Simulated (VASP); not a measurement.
# Sb (Fm-3m) in VASP: settings compared

Sb is run at these levels: B3LYP, PBE0; tasks: single point.

Everything below comes from runs of VASP 6.6.1. Logs are shortened: lines on timing, memory, paths and dates and some standing lists are left out, and cuts for length are marked.

## Step 1: The cell of the first run

It takes space group Fm-3m (No. 225, cubic). The conventional cell has a = 4.742 Å, b = 4.742 Å, c = 4.742 Å, α = 90.00°, β = 90.00°, γ = 90.00°. Within 4.4 Å of Sb (site symmetry m-3m) lie 12 Sb at 3.35 Å.

## Step 2: Single point, B3LYP

File POSCAR:

```
Sb
1.0
    0.0000000000      2.3712425216      2.3712425216
    2.3712425216      0.0000000000      2.3712425216
    2.3712425216      2.3712425216      0.0000000000
Sb
1
Direct
    0.0000000000      0.0000000000      0.0000000000
```

File INCAR.step1:

```
PREC     = Accurate       # precision mode
ENCUT    = 520            # plane-wave cutoff, eV
EDIFF    = 1E-5           # SCF threshold, eV
ISMEAR   = -1             # smearing method
SIGMA    = 0.05           # smearing width, eV
LREAL    = False          # projectors in reciprocal space
LASPH    = True           # aspherical terms in the spheres
NELM     = 80             # most SCF steps
ALGO     = Normal         # electronic algorithm
ISIF     = 2              # what is computed and relaxed
LWAVE    = True           # write WAVECAR
LCHARG   = False          # write CHGCAR
NBANDS   = 8              # bands
GGA      = PE             # functional
```

File INCAR.step2:

```
PREC     = Accurate       # precision mode
ENCUT    = 520            # plane-wave cutoff, eV
EDIFF    = 1E-6           # SCF threshold, eV
ISMEAR   = -1             # smearing method
SIGMA    = 0.05           # smearing width, eV
LREAL    = False          # projectors in reciprocal space
LASPH    = True           # aspherical terms in the spheres
NELM     = 80             # most SCF steps
ALGO     = Normal         # electronic algorithm
ISIF     = 2              # what is computed and relaxed
LWAVE    = False          # write WAVECAR
LCHARG   = False          # write CHGCAR
GGA      = B3             # functional
LHFCALC  = True           # exact exchange
AEXX     = 0.2            # exact-exchange fraction
AGGAX    = 0.72         
AGGAC    = 0.81         
ALDAC    = 0.19         
PRECFOCK = Normal       
NBANDS   = 8              # bands
ISTART   = 1
```

File KPOINTS:

```
Automatic mesh
0
Gamma
  5 5 5
```

Potentials or basis: VASP PAW PBE potentials, release 64 (Sb).

On the command line:

```console
$ cat potpaw_PBE.64/Sb/POTCAR > POTCAR
$ cp INCAR.step1 INCAR
$ mpirun -np 1 vasp_std > vasp.out
$ cp INCAR.step2 INCAR
$ mpirun -np 1 vasp_std > vasp.out
```

OUTCAR:

```text
PREC = Accurate
   ENCUT = 520
   EDIFF = 1E-6
   ISMEAR = -1
   LREAL = False
   LASPH = True
   NELM = 80
   ISIF = 2
   GGA = B3
   LHFCALC = True
   AEXX = 0.2
   PRECFOCK = Normal
   ISTART = 1

 ion  position               nearest neighbor table
   1  0.000  0.000  0.000-

  LATTYP: Found a face centered cubic cell.
 ALAT       =     4.7424850432

  Lattice vectors:

 A1 = (   0.0000000000,   2.3712425216,   2.3712425216)
 A2 = (   2.3712425216,   0.0000000000,   2.3712425216)
 A3 = (   2.3712425216,   2.3712425216,   0.0000000000)

Analysis of symmetry for initial positions (statically):
=====================================================================
 Subroutine PRICEL returns:
 Original cell was already a primitive cell.

 Routine SETGRP: Setting up the symmetry group for a
 face centered cubic supercell.

 Subroutine GETGRP returns: Found 48 space group operations
[... 9 lines left out ...]

 Routine SETGRP: Setting up the symmetry group for a
 face centered cubic supercell.

 Subroutine GETGRP returns: Found 48 space group operations
[... 11 lines left out ...]
                                     Primitive cell

  volume of cell :      26.6660

  direct lattice vectors                    reciprocal lattice vectors
     0.000000000  2.371242522  2.371242522    -0.210859916  0.210859916  0.210859916
     2.371242522  0.000000000  2.371242522     0.210859916 -0.210859916  0.210859916
     2.371242522  2.371242522  0.000000000     0.210859916  0.210859916 -0.210859916

  length of vectors
     3.353443334  3.353443334  3.353443334     0.365220089  0.365220089  0.365220089

  position of ions in fractional coordinates (direct lattice)
     0.000000000  0.000000000  0.000000000

  ion indices of the primitive-cell ions
   primitive index   ion index
                 1           1

----------------------------------------------------------------------------------------

 KPOINTS: Automatic mesh

Automatic generation of k-mesh.
 Grid dimensions read from file:
 generate k-points for:    5    5    5

 Generating k-lattice:

  Cartesian coordinates                     Fractional coordinates (reciprocal lattice)
    -0.042171983  0.042171983  0.042171983     0.200000000  0.000000000  0.000000000
     0.042171983 -0.042171983  0.042171983     0.000000000  0.200000000  0.000000000
     0.042171983  0.042171983 -0.042171983     0.000000000  0.000000000  0.200000000

  Length of vectors
     0.073044018  0.073044018  0.073044018

  Shift w.r.t. Gamma in fractional coordinates (k-lattice)
     0.000000000  0.000000000  0.000000000

 Subroutine IBZKPT returns following result:
 ===========================================

 Found     10 irreducible k-points:

 Following reciprocal coordinates:
            Coordinates               Weight
  0.000000  0.000000  0.000000      1.000000
  0.200000  0.000000  0.000000      8.000000
  0.400000  0.000000  0.000000      8.000000
  0.200000  0.200000  0.000000      6.000000
  0.400000  0.200000  0.000000     24.000000
 -0.400000  0.200000  0.000000     24.000000
 -0.200000  0.200000  0.000000     12.000000
  0.400000  0.400000  0.000000      6.000000
 -0.400000  0.400000  0.000000     12.000000
 -0.400000  0.400000  0.200000     24.000000
   k-points           NKPTS =     10   k-points in BZ     NKDIM =    125   number of bands    NBANDS=      8
   number of dos      NEDOS =    301   number of ions     NIONS =      1
   total plane-waves  NPLWV =  21952
   dimension x,y,z NGX =    28 NGY =   28 NGZ =   28
   dimension x,y,z NGXF=    56 NGYF=   56 NGZF=   56
   ions per type =               1
   NGX,Y,Z   is equivalent  to a cutoff of  13.88, 13.88, 13.88 a.u.
   NGXF,Y,Z  is equivalent  to a cutoff of  27.76, 27.76, 27.76 a.u.
 SYSTEM =  unknown system
   PREC   = accura    normal or accurate (medium, high low for compatibility)
   ISTART =      1    job   : 0-new  1-cont  2-samecut
   ICHARG =      0    charge: 1-file 2-atom 10-const
   ISPIN  =      1    spin polarized calculation?
   LNONCOLLINEAR =      F non collinear calculations
   LSORBIT =      F    spin-orbit coupling
   LASPH  =      T    aspherical Exc in radial PAW
   ENCUT  =  520.0 eV  38.22 Ry    6.18 a.u.   6.24  6.24  6.24*2*pi/ulx,y,z
   NELM   =     80;   NELMIN=  2; NELMDL=  0     # of ELM steps
   EDIFF  = 0.1E-05   stopping-criterion for ELM
   LREAL  =      F    real-space projection
   EDIFFG = 0.1E-04   stopping-criterion for IOM
   NSW    =      0    number of steps for IOM
   IBRION =     -1    ionic relax: 0-MD 1-quasi-New 2-CG
   NFREE  =      0    steps in history (QN), initial steepest desc. (CG)
   ISIF   =      2    stress and relaxation
   ISYM   =      3    0-nonsym 1-usesym 2-fastsym
   POTIM  = 0.5000    time-step for ionic-motion
   TEBEG  =    0.0;   TEEND  =   0.0 temperature during run
   PSTRESS=    0.0 pullay stress
   NELECT =       5.0000    total number of electrons
   NUPDOWN=      -1.0000    fix difference up-down
   EMIN   =  10.00;   EMAX   =-10.00  energy-range for DOS
   EFERMI =   0.00;   METHOD = LEGACY
   ISMEAR =    -1;   SIGMA  =   0.05  broadening in eV -4-tet -1-fermi 0-gaus
   EFERMI_NEDOS =   21; number of points for ismear=-14 and -15
   IALGO  =     38    algorithm
   IMIX   =      1    mixing-type and parameters
     AMIX     =   0.40;   BMIX     =  1.00
     AMIX_MAG =   1.60;   BMIX_MAG =  1.00
  volume/ion in A,a.u.               =      26.67       179.95
  Fermi-wavevector in a.u.,A,eV,Ry     =   0.937013  1.770697 11.945820  0.877993
  Thomas-Fermi vector in A             =   2.064081
   LORBIT       =      0    0 simple, 1 ext, 2 COOP (PROOUT), +10 PAW based schemes
   GGA     = B3    functional components
   LHFCALC =     T    Hartree Fock is set to
   PRECFOCK=normal    Normal, Fast or Accurate (Low or Medium for compatibility)
   ENCUT4O =  -1.0   cutoff for four orbital integrals eV
   NKREDX  =     1    reduce k-point grid by
   NKREDY  =     1    reduce k-point grid by
   NKREDZ  =     1    reduce k-point grid by
   AEXX    =    0.2000 exact exchange contribution
   HFSCREEN=    0.0000 screening length (either q_TF or 0.3 A-1)
   HFSCREENC=   0.0000 screening length for correlation (either q_TF or 0.3 A-1)
   ENCUTFOCK=  -1.0 apply spherical cutoff to Coloumb kernel
   IVDW    =     0    specifies the selected vdW correction
   LEPSILON=     F    determine dielectric tensor
   LRPA    =     F    only Hartree local field effects (RPA)
 non-spin polarized calculation
  energy-cutoff  :      520.00
  volume of cell :       26.67
 maximum number of plane-waves:       728
 NGX is ok and might be reduce to    28
  NGX = 20; NGY = 20; NGZ = 20

 number of electron       5.0000000 magnetization

 Free energy of the ion-electron system (eV)
  ---------------------------------------------------
  ext. energy  EPLUGINS =         0.00000000
  ---------------------------------------------------
  free energy    TOTEN  =        -3.99431790 eV

  energy without entropy =       -3.98305382  energy(sigma->0) =       -3.98868586

 E-fermi :   8.5777     XC(G=0):  -8.1081

 val. band max:        8.5281444864   @ k =  -0.4000   0.4000   0.2000
 cond. band min:       9.1525450945   @ k =  -0.2000   0.2000   0.0000
 fundamental gap:      0.6244006082
 Fermi energy:         8.5777419773

 k-point     1 :       0.0000    0.0000    0.0000
  band No.  band energies     occupation
      1      -5.7345      2.00000
      2      14.9485      0.00000
      3      14.9485      0.00000
      4      14.9485      0.00000
      5      19.7834      0.00000
      6      19.7834      0.00000
      7      19.7834      0.00000
      8      20.4585      0.00000

 k-point     2 :       0.2000    0.0000    0.0000
  band No.  band energies     occupation
      1      -4.8815      2.00000
      2       9.8768      0.00000
      3      14.1048      0.00000
      4      14.1048      0.00000
      5      18.3427      0.00000
      6      20.5681      0.00000
      7      20.5681      0.00000
      8      22.5261      0.00000

 k-point     3 :       0.4000    0.0000    0.0000
  band No.  band energies     occupation
      1      -2.5117      2.00000
      2       3.4431      2.00000
      3      13.1880      0.00000
      4      13.1880      0.00000
      5      18.0026      0.00000
      6      19.1485      0.00000
      7      19.1485      0.00000
      8      20.2076      0.00000

 k-point     4 :       0.2000    0.2000    0.0000
  band No.  band energies     occupation
      1      -4.5947      2.00000
      2      11.4595      0.00000
      3      12.2264      0.00000
      4      12.2264      0.00000
      5      16.3927      0.00000
      6      17.8943      0.00000
      7      23.2594      0.00000
      8      23.2594      0.00000

 k-point     5 :       0.4000    0.2000    0.0000
  band No.  band energies     occupation
      1      -2.6787      2.00000
      2       5.7281      2.00000
      3      10.3450      0.00000
      4      11.2691      0.00000
      5      15.8786      0.00000
      6      19.1275      0.00000
      7      22.4621      0.00000
      8      23.0371      0.00000

 k-point     6 :      -0.4000    0.2000    0.0000
  band No.  band energies     occupation
      1      -1.0984      2.00000
      2       3.0534      2.00000
      3       8.1740      1.99938
      4      11.9294      0.00000
      5      16.2654      0.00000
      6      21.0997      0.00000
      7      21.4177      0.00000
      8      24.5537      0.00000

 k-point     7 :      -0.2000    0.2000    0.0000
  band No.  band energies     occupation
      1      -3.4909      2.00000
      2       7.2961      2.00000
      3       9.1525      0.00002
      4      13.8340      0.00000
      5      18.3135      0.00000
      6      20.5224      0.00000
      7      20.8377      0.00000
      8      21.3465      0.00000

 k-point     8 :       0.4000    0.4000    0.0000
  band No.  band energies     occupation
      1      -1.3212      2.00000
      2       4.9809      2.00000
      3       9.8470      0.00000
      4       9.8470      0.00000
      5      14.2601      0.00000
      6      14.4976      0.00000
      7      26.6156      0.00000
      8      27.0966      0.00000

 k-point     9 :      -0.4000    0.4000    0.0000
  band No.  band energies     occupation
      1       0.2228      2.00000
      2       3.6780      2.00000
      3       5.9662      2.00000
      4      10.1058      0.00000
      5      14.5127      0.00000
      6      18.2844      0.00000
      7      25.4051      0.00000
      8      25.8685      0.00000

 k-point    10 :      -0.4000    0.4000    0.2000
  band No.  band energies     occupation
      1      -0.5760      2.00000
      2       4.8032      2.00000
      3       6.2004      2.00000
      4       8.5281      1.45895
      5      18.3212      0.00000
      6      19.1794      0.00000
      7      20.8929      0.00000
      8      24.7731      0.00000

------------------------ aborting loop because EDIFF is reached ----------------------------------------

  FORCE on cell =-STRESS in cart. coord.  units (eV):
  Direction    XX          YY          ZZ          XY          YZ          ZX
  --------------------------------------------------------------------------------------
  -------------------------------------------------------------------------------------
  Total        0.7604077      0.7604077      0.7604077      0.0000000      0.0000000     -0.0000000
  in kB       45.6876850     45.6876850     45.6876850      0.0000000      0.0000000     -0.0000000
  external PRESSURE =      45.6876850 kB  Pullay stress =       0.0000000 kB

 VOLUME and BASIS-vectors are now :
 -----------------------------------------------------------------------------
  energy-cutoff  :      520.00
  volume of cell :       26.67
      direct lattice vectors                 reciprocal lattice vectors
     0.000000000  2.371242522  2.371242522    -0.210859916  0.210859916  0.210859916
     2.371242522  0.000000000  2.371242522     0.210859916 -0.210859916  0.210859916
     2.371242522  2.371242522  0.000000000     0.210859916  0.210859916 -0.210859916

 POSITION                                       TOTAL-FORCE (eV/Angst)
 -----------------------------------------------------------------------------------
      0.00000      0.00000      0.00000        -0.000000     -0.000000     -0.000000
 -----------------------------------------------------------------------------------
    total drift:                               -0.000000     -0.000000      0.000000

  FREE ENERGIE OF THE ION-ELECTRON SYSTEM (eV)
  ---------------------------------------------------
  free  energy   TOTEN  =        -3.9943178952 eV

  energy  without entropy=       -3.9830538150  energy(sigma->0) =       -3.98868586
```

Wall time 96 s (1 thread of Intel Xeon 6975P-C, shared host); peak memory 0.16 GiB.

Results:

| Property | Result |
| --- | --- |
| Free energy | -3.9943 eV |
| Pressure | 4.6 GPa |

Levels at points of the mesh, in eV from the Fermi level:
| k point | band 1 | band 2 | band 3 | band 4 | band 5 | band 6 |
| --- | --- | --- | --- | --- | --- | --- |
| (0.00, 0.00, 0.00) | -14.31 | 6.37 | 6.37 | 6.37 | 11.21 | 11.21 |

Caveat: the k points lie up to 0.46 Å⁻¹ apart; the PAW data sets were made with another functional, which shifts forces and pressure a little; spin-orbit coupling is left out, which moves the levels of the heavy elements.

## Step 3: Single point, PBE0, non-collinear spin, zero start, spin-orbit coupling

POSCAR is that of step 2.

File INCAR.step1:

```
  PREC = Accurate
  ENCUT = 520
  EDIFF = 1E-5
  ISMEAR = -1
  SIGMA = 0.05
  LREAL = F
  LASPH = T
  NELM = 150
  ALGO = Normal
  ISIF = 2
  LWAVE = T
  LCHARG = F
  MAGMOM = 0 0 0
  LORBIT = 11
  LSORBIT = T
  GGA_COMPAT = F
  LORBMOM = T
  NBANDS = 16
  GGA = PE
```

File INCAR.step2:

```
  PREC = Accurate
  ENCUT = 520
  EDIFF = 1E-6
  ISMEAR = -1
  SIGMA = 0.05
  LREAL = F
  LASPH = T
  NELM = 150
  ALGO = Normal
  ISIF = 2
  LWAVE = F
  LCHARG = F
  MAGMOM = 0 0 0
  LORBIT = 11
  LSORBIT = T
  GGA_COMPAT = F
  LORBMOM = T
  GGA = PE
  LHFCALC = T
  AEXX = 0.25
  PRECFOCK = Normal
  NBANDS = 16
  ISTART = 1
```

File KPOINTS:

```
regular mesh
0
Gamma
  4 4 4
```

Potentials or basis: VASP PAW PBE potentials, release 64 (Sb).

On the command line:

```console
$ cat potpaw_PBE.64/Sb/POTCAR > POTCAR
$ cp INCAR.step1 INCAR
$ mpirun -np 1 vasp_ncl > vasp.out
$ cp INCAR.step2 INCAR
$ mpirun -np 1 vasp_ncl > vasp.out
```

Wall time 22 min (1 thread of Intel Xeon 6975P-C, shared host); peak memory 0.23 GiB.

It converged, with:

| Quantity | Value |
| --- | --- |
| Free energy | -5.3557 eV |
| Pressure | -3.3 GPa |
| Net moment | 0.11 μB per cell |
| Valence electrons inside the program's atomic spheres | Sb 2.47 |

Moments on the atoms (μB; x, y, z):
```
Sb  0.00 0.00 0.00
```

Caveat: the k points lie up to 0.57 Å⁻¹ apart; the PAW data sets were made with another functional, which shifts forces and pressure a little.
